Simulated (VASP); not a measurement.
# Ag (P6_3/mmc) in VASP: a series of runs, part 3 of 3

VASP 6.6.1. Earlier steps stand in the parts before.

### Step 4. Single point, r2SCAN

This run uses another cell than the first one, of 18.16 Å³/atom.

POSCAR reads:

```
Ag
1.0
    2.9494045390      0.0000000000      0.0000000000
   -1.4747022695      2.5542592568      0.0000000000
    0.0000000000      0.0000000000      4.8217227788
Ag
2
Direct
    0.6666666667      0.3333333333      0.7500000000
    0.3333333333      0.6666666667      0.2500000000
```

INCAR.step1 reads:

```
SYSTEM = Ag
ALGO = Normal
EDIFF = 1E-4
ENCUT = 520
GGA = PE
ISMEAR = -1
LASPH = .True.
LCHARG = .False.
LREAL = .False.
LWAVE = .True.
NBANDS = 18
NELM = 60
PREC = Accurate
SIGMA = 0.05
```

INCAR.step2 reads:

```
SYSTEM = Ag
ALGO = Normal
EDIFF = 1E-6
ENCUT = 520
ISIF = 2
ISMEAR = -1
ISTART = 1
LASPH = .True.
LCHARG = .True.
LELF = .True.
LMIXTAU = .True.
LREAL = .False.
LVHAR = .True.
LWAVE = .False.
METAGGA = R2SCAN
NBANDS = 18
NELM = 60
PREC = Accurate
SIGMA = 0.05
```

KPOINTS reads:

```
k-points
0
Gamma
  10 10 6
  0 0 0
```

Potentials or basis: VASP PAW PBE potentials, release 64 (Ag).

The run is started by

```console
cat potpaw_PBE.64/Ag/POTCAR > POTCAR
cp INCAR.step1 INCAR
mpirun -np 1 vasp_std > vasp.out
cp INCAR.step2 INCAR
mpirun -np 1 vasp_std > vasp.out
```

OUTCAR:

```text
SYSTEM = Ag
   EDIFF = 1E-6
   ENCUT = 520
   ISIF = 2
   ISMEAR = -1
   ISTART = 1
   LASPH = .True.
   LREAL = .False.
   METAGGA = R2SCAN
   NELM = 60
   PREC = Accurate

 ion  position               nearest neighbor table
   1  0.667  0.333  0.750-   2 2.95   2 2.95   2 2.95   2 2.95   2 2.95   2 2.95
   2  0.333  0.667  0.250-   1 2.95   1 2.95   1 2.95   1 2.95   1 2.95   1 2.95

  LATTYP: Found a hexagonal cell.
 ALAT       =     2.9494045390
 C/A-ratio  =     1.6348122867

  Lattice vectors:

 A1 = (   2.9494045390,   0.0000000000,   0.0000000000)
 A2 = (  -1.4747022695,   2.5542592568,   0.0000000000)
 A3 = (   0.0000000000,   0.0000000000,   4.8217227788)

Analysis of symmetry for initial positions (statically):
=====================================================================
 Subroutine PRICEL returns:
 Original cell was already a primitive cell.

 Routine SETGRP: Setting up the symmetry group for a
 hexagonal supercell.

 Subroutine GETGRP returns: Found 24 space group operations
 (whereof 12 operations were pure point group operations)
 out of a pool of 24 trial point group operations.

The static configuration has the point symmetry D_3d.
 The point group associated with its full space group is D_6h.

Analysis of symmetry for dynamics (positions and initial velocities):
=====================================================================
 Subroutine PRICEL returns:
 Original cell was already a primitive cell.

 Routine SETGRP: Setting up the symmetry group for a
 hexagonal supercell.

 Subroutine GETGRP returns: Found 24 space group operations
 (whereof 12 operations were pure point group operations)
 out of a pool of 24 trial point group operations.

The dynamic configuration has the point symmetry D_3d.
 The point group associated with its full space group is D_6h.

 Subroutine INISYM returns: Found 24 space group operations
 (whereof 12 operations are pure point group operations),
 and found     1 'primitive' translations

----------------------------------------------------------------------------------------

                                     Primitive cell

  volume of cell :      36.3247

  direct lattice vectors                    reciprocal lattice vectors
     2.949404539  0.000000000  0.000000000     0.339051489  0.195751468  0.000000000
    -1.474702270  2.554259257  0.000000000     0.000000000  0.391502937  0.000000000
     0.000000000  0.000000000  4.821722779     0.000000000  0.000000000  0.207394752

  length of vectors
     2.949404539  2.949404539  4.821722779     0.391502937  0.391502937  0.207394752

  position of ions in fractional coordinates (direct lattice)
     0.666666667  0.333333333  0.750000000
     0.333333333  0.666666667  0.250000000

  ion indices of the primitive-cell ions
   primitive index   ion index
                 1           1
                 2           2

----------------------------------------------------------------------------------------

 KPOINTS: k-points

Automatic generation of k-mesh.
 Grid dimensions read from file:
 generate k-points for:   10   10    6

 Generating k-lattice:

  Cartesian coordinates                     Fractional coordinates (reciprocal lattice)
     0.033905149  0.019575147  0.000000000     0.100000000 -0.000000000  0.000000000
     0.000000000  0.039150294  0.000000000     0.000000000  0.100000000  0.000000000
     0.000000000  0.000000000  0.034565792     0.000000000  0.000000000  0.166666667

  Length of vectors
     0.039150294  0.039150294  0.034565792

  Shift w.r.t. Gamma in fractional coordinates (k-lattice)
     0.000000000  0.000000000  0.000000000

 Subroutine IBZKPT returns following result:
 ===========================================

 Found     56 irreducible k-points:

 Following reciprocal coordinates:
            Coordinates               Weight
  0.000000  0.000000  0.000000      1.000000
  0.100000 -0.000000  0.000000      6.000000
  0.200000 -0.000000  0.000000      6.000000
  0.300000  0.000000  0.000000      6.000000
  0.400000  0.000000  0.000000      6.000000
  0.500000 -0.000000  0.000000      3.000000
[... 16 lines left out ...]
  0.300000  0.100000  0.166667     24.000000
  0.400000  0.100000  0.166667     24.000000
 [... further k-points ...]
   k-points           NKPTS =     56   k-points in BZ     NKDIM =     56   number of bands    NBANDS=     18
   number of dos      NEDOS =    301   number of ions     NIONS =      2
   total plane-waves  NPLWV =  20736
   dimension x,y,z NGX =    24 NGY =   24 NGZ =   36
   dimension x,y,z NGXF=    48 NGYF=   48 NGZF=   72
   ions per type =               2
   NGX,Y,Z   is equivalent  to a cutoff of  13.53, 13.53, 12.41 a.u.
   NGXF,Y,Z  is equivalent  to a cutoff of  27.06, 27.06, 24.82 a.u.
 SYSTEM =  Ag
   PREC   = accura    normal or accurate (medium, high low for compatibility)
   ISTART =      1    job   : 0-new  1-cont  2-samecut
   ICHARG =      0    charge: 1-file 2-atom 10-const
   ISPIN  =      1    spin polarized calculation?
   LNONCOLLINEAR =      F non collinear calculations
   LSORBIT =      F    spin-orbit coupling
   LASPH  =      T    aspherical Exc in radial PAW
   ENCUT  =  520.0 eV  38.22 Ry    6.18 a.u.   5.48  5.48  8.97*2*pi/ulx,y,z
   NELM   =     60;   NELMIN=  2; NELMDL=  0     # of ELM steps
   EDIFF  = 0.1E-05   stopping-criterion for ELM
   LREAL  =      F    real-space projection
   EDIFFG = 0.1E-04   stopping-criterion for IOM
   NSW    =      0    number of steps for IOM
   IBRION =     -1    ionic relax: 0-MD 1-quasi-New 2-CG
   NFREE  =      0    steps in history (QN), initial steepest desc. (CG)
   ISIF   =      2    stress and relaxation
   ISYM   =      2    0-nonsym 1-usesym 2-fastsym
   POTIM  = 0.5000    time-step for ionic-motion
   TEBEG  =    0.0;   TEEND  =   0.0 temperature during run
   PSTRESS=    0.0 pullay stress
   NELECT =      22.0000    total number of electrons
   NUPDOWN=      -1.0000    fix difference up-down
   EMIN   =  10.00;   EMAX   =-10.00  energy-range for DOS
   EFERMI =   0.00;   METHOD = LEGACY
   ISMEAR =    -1;   SIGMA  =   0.05  broadening in eV -4-tet -1-fermi 0-gaus
   EFERMI_NEDOS =   21; number of points for ismear=-14 and -15
   IALGO  =     38    algorithm
   IMIX   =      4    mixing-type and parameters
     AMIX     =   0.40;   BMIX     =  1.00
     AMIX_MAG =   1.60;   BMIX_MAG =  1.00
  volume/ion in A,a.u.               =      18.16       122.57
  Fermi-wavevector in a.u.,A,eV,Ry     =   1.385102  2.617464 26.102894  1.918509
  Thomas-Fermi vector in A             =   2.509544
   LORBIT       =      0    0 simple, 1 ext, 2 COOP (PROOUT), +10 PAW based schemes
   METAGGA = R2SCAN    functional components
   LHFCALC =     F    Hartree Fock is set to
   AEXX    =    0.0000 exact exchange contribution
   IVDW    =     0    specifies the selected vdW correction
   LEPSILON=     F    determine dielectric tensor
   LRPA    =     F    only Hartree local field effects (RPA)
 non-spin polarized calculation
  energy-cutoff  :      520.00
  volume of cell :       36.32
 maximum number of plane-waves:      1008
 NGX is ok and might be reduce to    24
   NGX = 11   NGY = 11   NGZ = 17

 number of electron      21.9999999 magnetization

 Free energy of the ion-electron system (eV)
  ---------------------------------------------------
  ext. energy  EPLUGINS =         0.00000000
  ---------------------------------------------------
  free energy    TOTEN  =       -42.67982865 eV

  energy without entropy =      -42.67496706  energy(sigma->0) =      -42.67739785

 E-fermi :   7.5773     XC(G=0): -12.5288

 val. band max:        7.4275711094   @ k =   0.0000   0.0000   0.0000
 cond. band min:       7.6009118211   @ k =   0.3000   0.2000   0.3333
 fundamental gap:      0.1733407117
 Fermi energy:         7.5773236361

 k-point     1 :       0.0000    0.0000    0.0000
  band No.  band energies     occupation
      1       0.1052      2.00000
      2       1.2520      2.00000
      3       2.6675      2.00000
      4       2.7599      2.00000
      5       2.7599      2.00000
      6       2.9745      2.00000
[... 10 lines left out ...]
     17      25.8179      0.00000
     18      25.8272      0.00000
[... 463 lines left out ...]
 k-point    24 :       0.4000    0.1000    0.1667
  band No.  band energies     occupation
      1       1.4330      2.00000
      2       1.5049      2.00000
      3       2.0795      2.00000
      4       2.4805      2.00000
      5       2.6996      2.00000
      6       3.2760      2.00000
[... 10 lines left out ...]
     17      19.9730      0.00000
     18      22.0958      0.00000

 [... further k-points ...]

------------------------ aborting loop because EDIFF is reached ----------------------------------------

  FORCE on cell =-STRESS in cart. coord.  units (eV):
  Direction    XX          YY          ZZ          XY          YZ          ZX
  --------------------------------------------------------------------------------------
  -------------------------------------------------------------------------------------
  Total       -0.8484938     -0.8484938     -1.0138429      0.0000000     -0.0000000      0.0000000
  in kB      -37.4246446    -37.4246446    -44.7177243      0.0000000     -0.0000000      0.0000000
  external PRESSURE =     -39.8556712 kB  Pullay stress =       0.0000000 kB

 VOLUME and BASIS-vectors are now :
 -----------------------------------------------------------------------------
  energy-cutoff  :      520.00
  volume of cell :       36.32
      direct lattice vectors                 reciprocal lattice vectors
     2.949404539  0.000000000  0.000000000     0.339051489  0.195751468  0.000000000
    -1.474702270  2.554259257  0.000000000     0.000000000  0.391502937  0.000000000
     0.000000000  0.000000000  4.821722779     0.000000000  0.000000000  0.207394752

 POSITION                                       TOTAL-FORCE (eV/Angst)
 -----------------------------------------------------------------------------------
      1.47470      0.85142      3.61629         0.000000     -0.000000      0.000000
     -0.00000      1.70284      1.20543        -0.000000      0.000000      0.000000
 -----------------------------------------------------------------------------------
    total drift:                               -0.000000      0.000000     -0.000000

  FREE ENERGIE OF THE ION-ELECTRON SYSTEM (eV)
  ---------------------------------------------------
  free  energy   TOTEN  =       -42.6798286452 eV

  energy  without entropy=      -42.6749670608  energy(sigma->0) =      -42.67739785
```

Run time: 2.2 min. Hardware: 1 thread of Intel Xeon 8259CL, shared host; peak memory 0.18 GiB.

Results:

| Property | Result |
| --- | --- |
| Free energy | -42.6798 eV |
| Pressure | -4.0 GPa |
| Band gap on the k mesh | zero (bands 11 and 12 overlap by 6.78 eV) |

Caveat: the cell stands under tension; the PAW data sets were made with another functional, which shifts forces and pressure a little.

### Step 5. Single point, r2SCAN0

This run uses another cell than the first one, of 17.81 Å³/atom.

POSCAR reads:

```
Ag
1.0
    2.9300000000      0.0000000000      0.0000000000
   -1.4650000000      2.5374544331      0.0000000000
    0.0000000000      0.0000000000      4.7900000000
Ag
2
Direct
    0.6666666667      0.3333333333      0.7500000000
    0.3333333333      0.6666666667      0.2500000000
```

INCAR.step1, as its differences from that of step 4:

```diff
@@ -2,5 +2,6 @@
 ALGO = Normal
-EDIFF = 1E-4
+EDIFF = 1E-5
 ENCUT = 520
 GGA = PE
+ISIF = 2
 ISMEAR = -1
```

INCAR.step2 reads:

```
SYSTEM = Ag
AEXX = 0.25
ALGO = Normal
EDIFF = 1E-7
ENCUT = 520
ISIF = 2
ISMEAR = -1
ISTART = 1
LASPH = .True.
LCHARG = .False.
LHFCALC = .True.
LMIXTAU = .True.
LREAL = .False.
LWAVE = .False.
METAGGA = R2SCAN
NBANDS = 18
NELM = 60
PREC = Accurate
PRECFOCK = Normal
SIGMA = 0.05
```

KPOINTS reads:

```
k-points
0
Gamma
  6 6 3
  0 0 0
```

The run is started by

```console
cat potpaw_PBE.64/Ag/POTCAR > POTCAR
cp INCAR.step1 INCAR
mpirun -np 1 vasp_std > vasp.out
cp INCAR.step2 INCAR
mpirun -np 1 vasp_std > vasp.out
```

Run time: 42 min. Hardware: 1 thread of AMD EPYC 7R13 (Zen 3), shared host; peak memory 0.14 GiB.

The run converged. Its results:

```yaml
Free_energy: -34.0689 eV
Pressure: -0.4 GPa
Band_gap_on_the_k_mesh: zero (bands 11 and 12 overlap by 8.66 eV)
```

Stress tensor (GPa, compression positive):
```
-0.28  0.00  0.00
 0.00 -0.28  0.00
 0.00  0.00 -0.63
```

Levels at points of the mesh, in eV from the Fermi level:
```
           k point  band 7  band 8  band 9  band 10  band 11  band 12  band 13  band 14  band 15  band 16
(0.00, 0.00, 0.00)   -6.33   -5.98   -5.98    -4.92    -4.92    -0.51     4.29    17.20    19.22    19.51
(0.50, 0.00, 0.00)   -5.44   -4.79   -4.75    -4.65     0.39     2.01     8.09     8.25    10.67    11.49
```

Caveat: the k points lie up to 0.44 Å⁻¹ apart, too coarse for converged energies and pressures of a metal; the PAW data sets were made with another functional, which shifts forces and pressure a little.

### Step 6. The runs side by side

| level | cell | k mesh | grid for exact exchange (PRECFOCK) | share of exact exchange | gap on the mesh (eV) | pressure (GPa) |
| --- | --- | --- | --- | --- | --- | --- |
| r2SCAN | a = 2.910, b = 2.910, c = 4.758 Å, angles 90.0, 90.0, 120.0°, 2 atoms | 10 × 10 × 6 | - | - | none | -0.4 |
| r2SCAN | a = 2.930, b = 2.930, c = 4.790 Å, angles 90.0, 90.0, 120.0°, 2 atoms | 10 × 10 × 6 | - | - | none | -2.3 |
| r2SCAN | a = 2.949, b = 2.949, c = 4.822 Å, angles 90.0, 90.0, 120.0°, 2 atoms | 10 × 10 × 6 | - | - | none | -4.0 |
| r2SCAN0 | a = 2.930, b = 2.930, c = 4.790 Å, angles 90.0, 90.0, 120.0°, 2 atoms | 6 × 6 × 3 | Normal | 0.25 | none | -0.4 |

Alike in all rows: task single point; potentials or basis VASP PAW PBE potentials, release 64 (Ag); no spin polarisation; cutoff (eV) 520; smearing fermi-dirac 0.05 eV.

Caveats: some runs use coarse meshes; the PAW data sets were made with another functional, which shifts forces and pressure a little; the cell stands under tension (at least some runs).

Absolute energies hang on the potentials; compare differences alone.
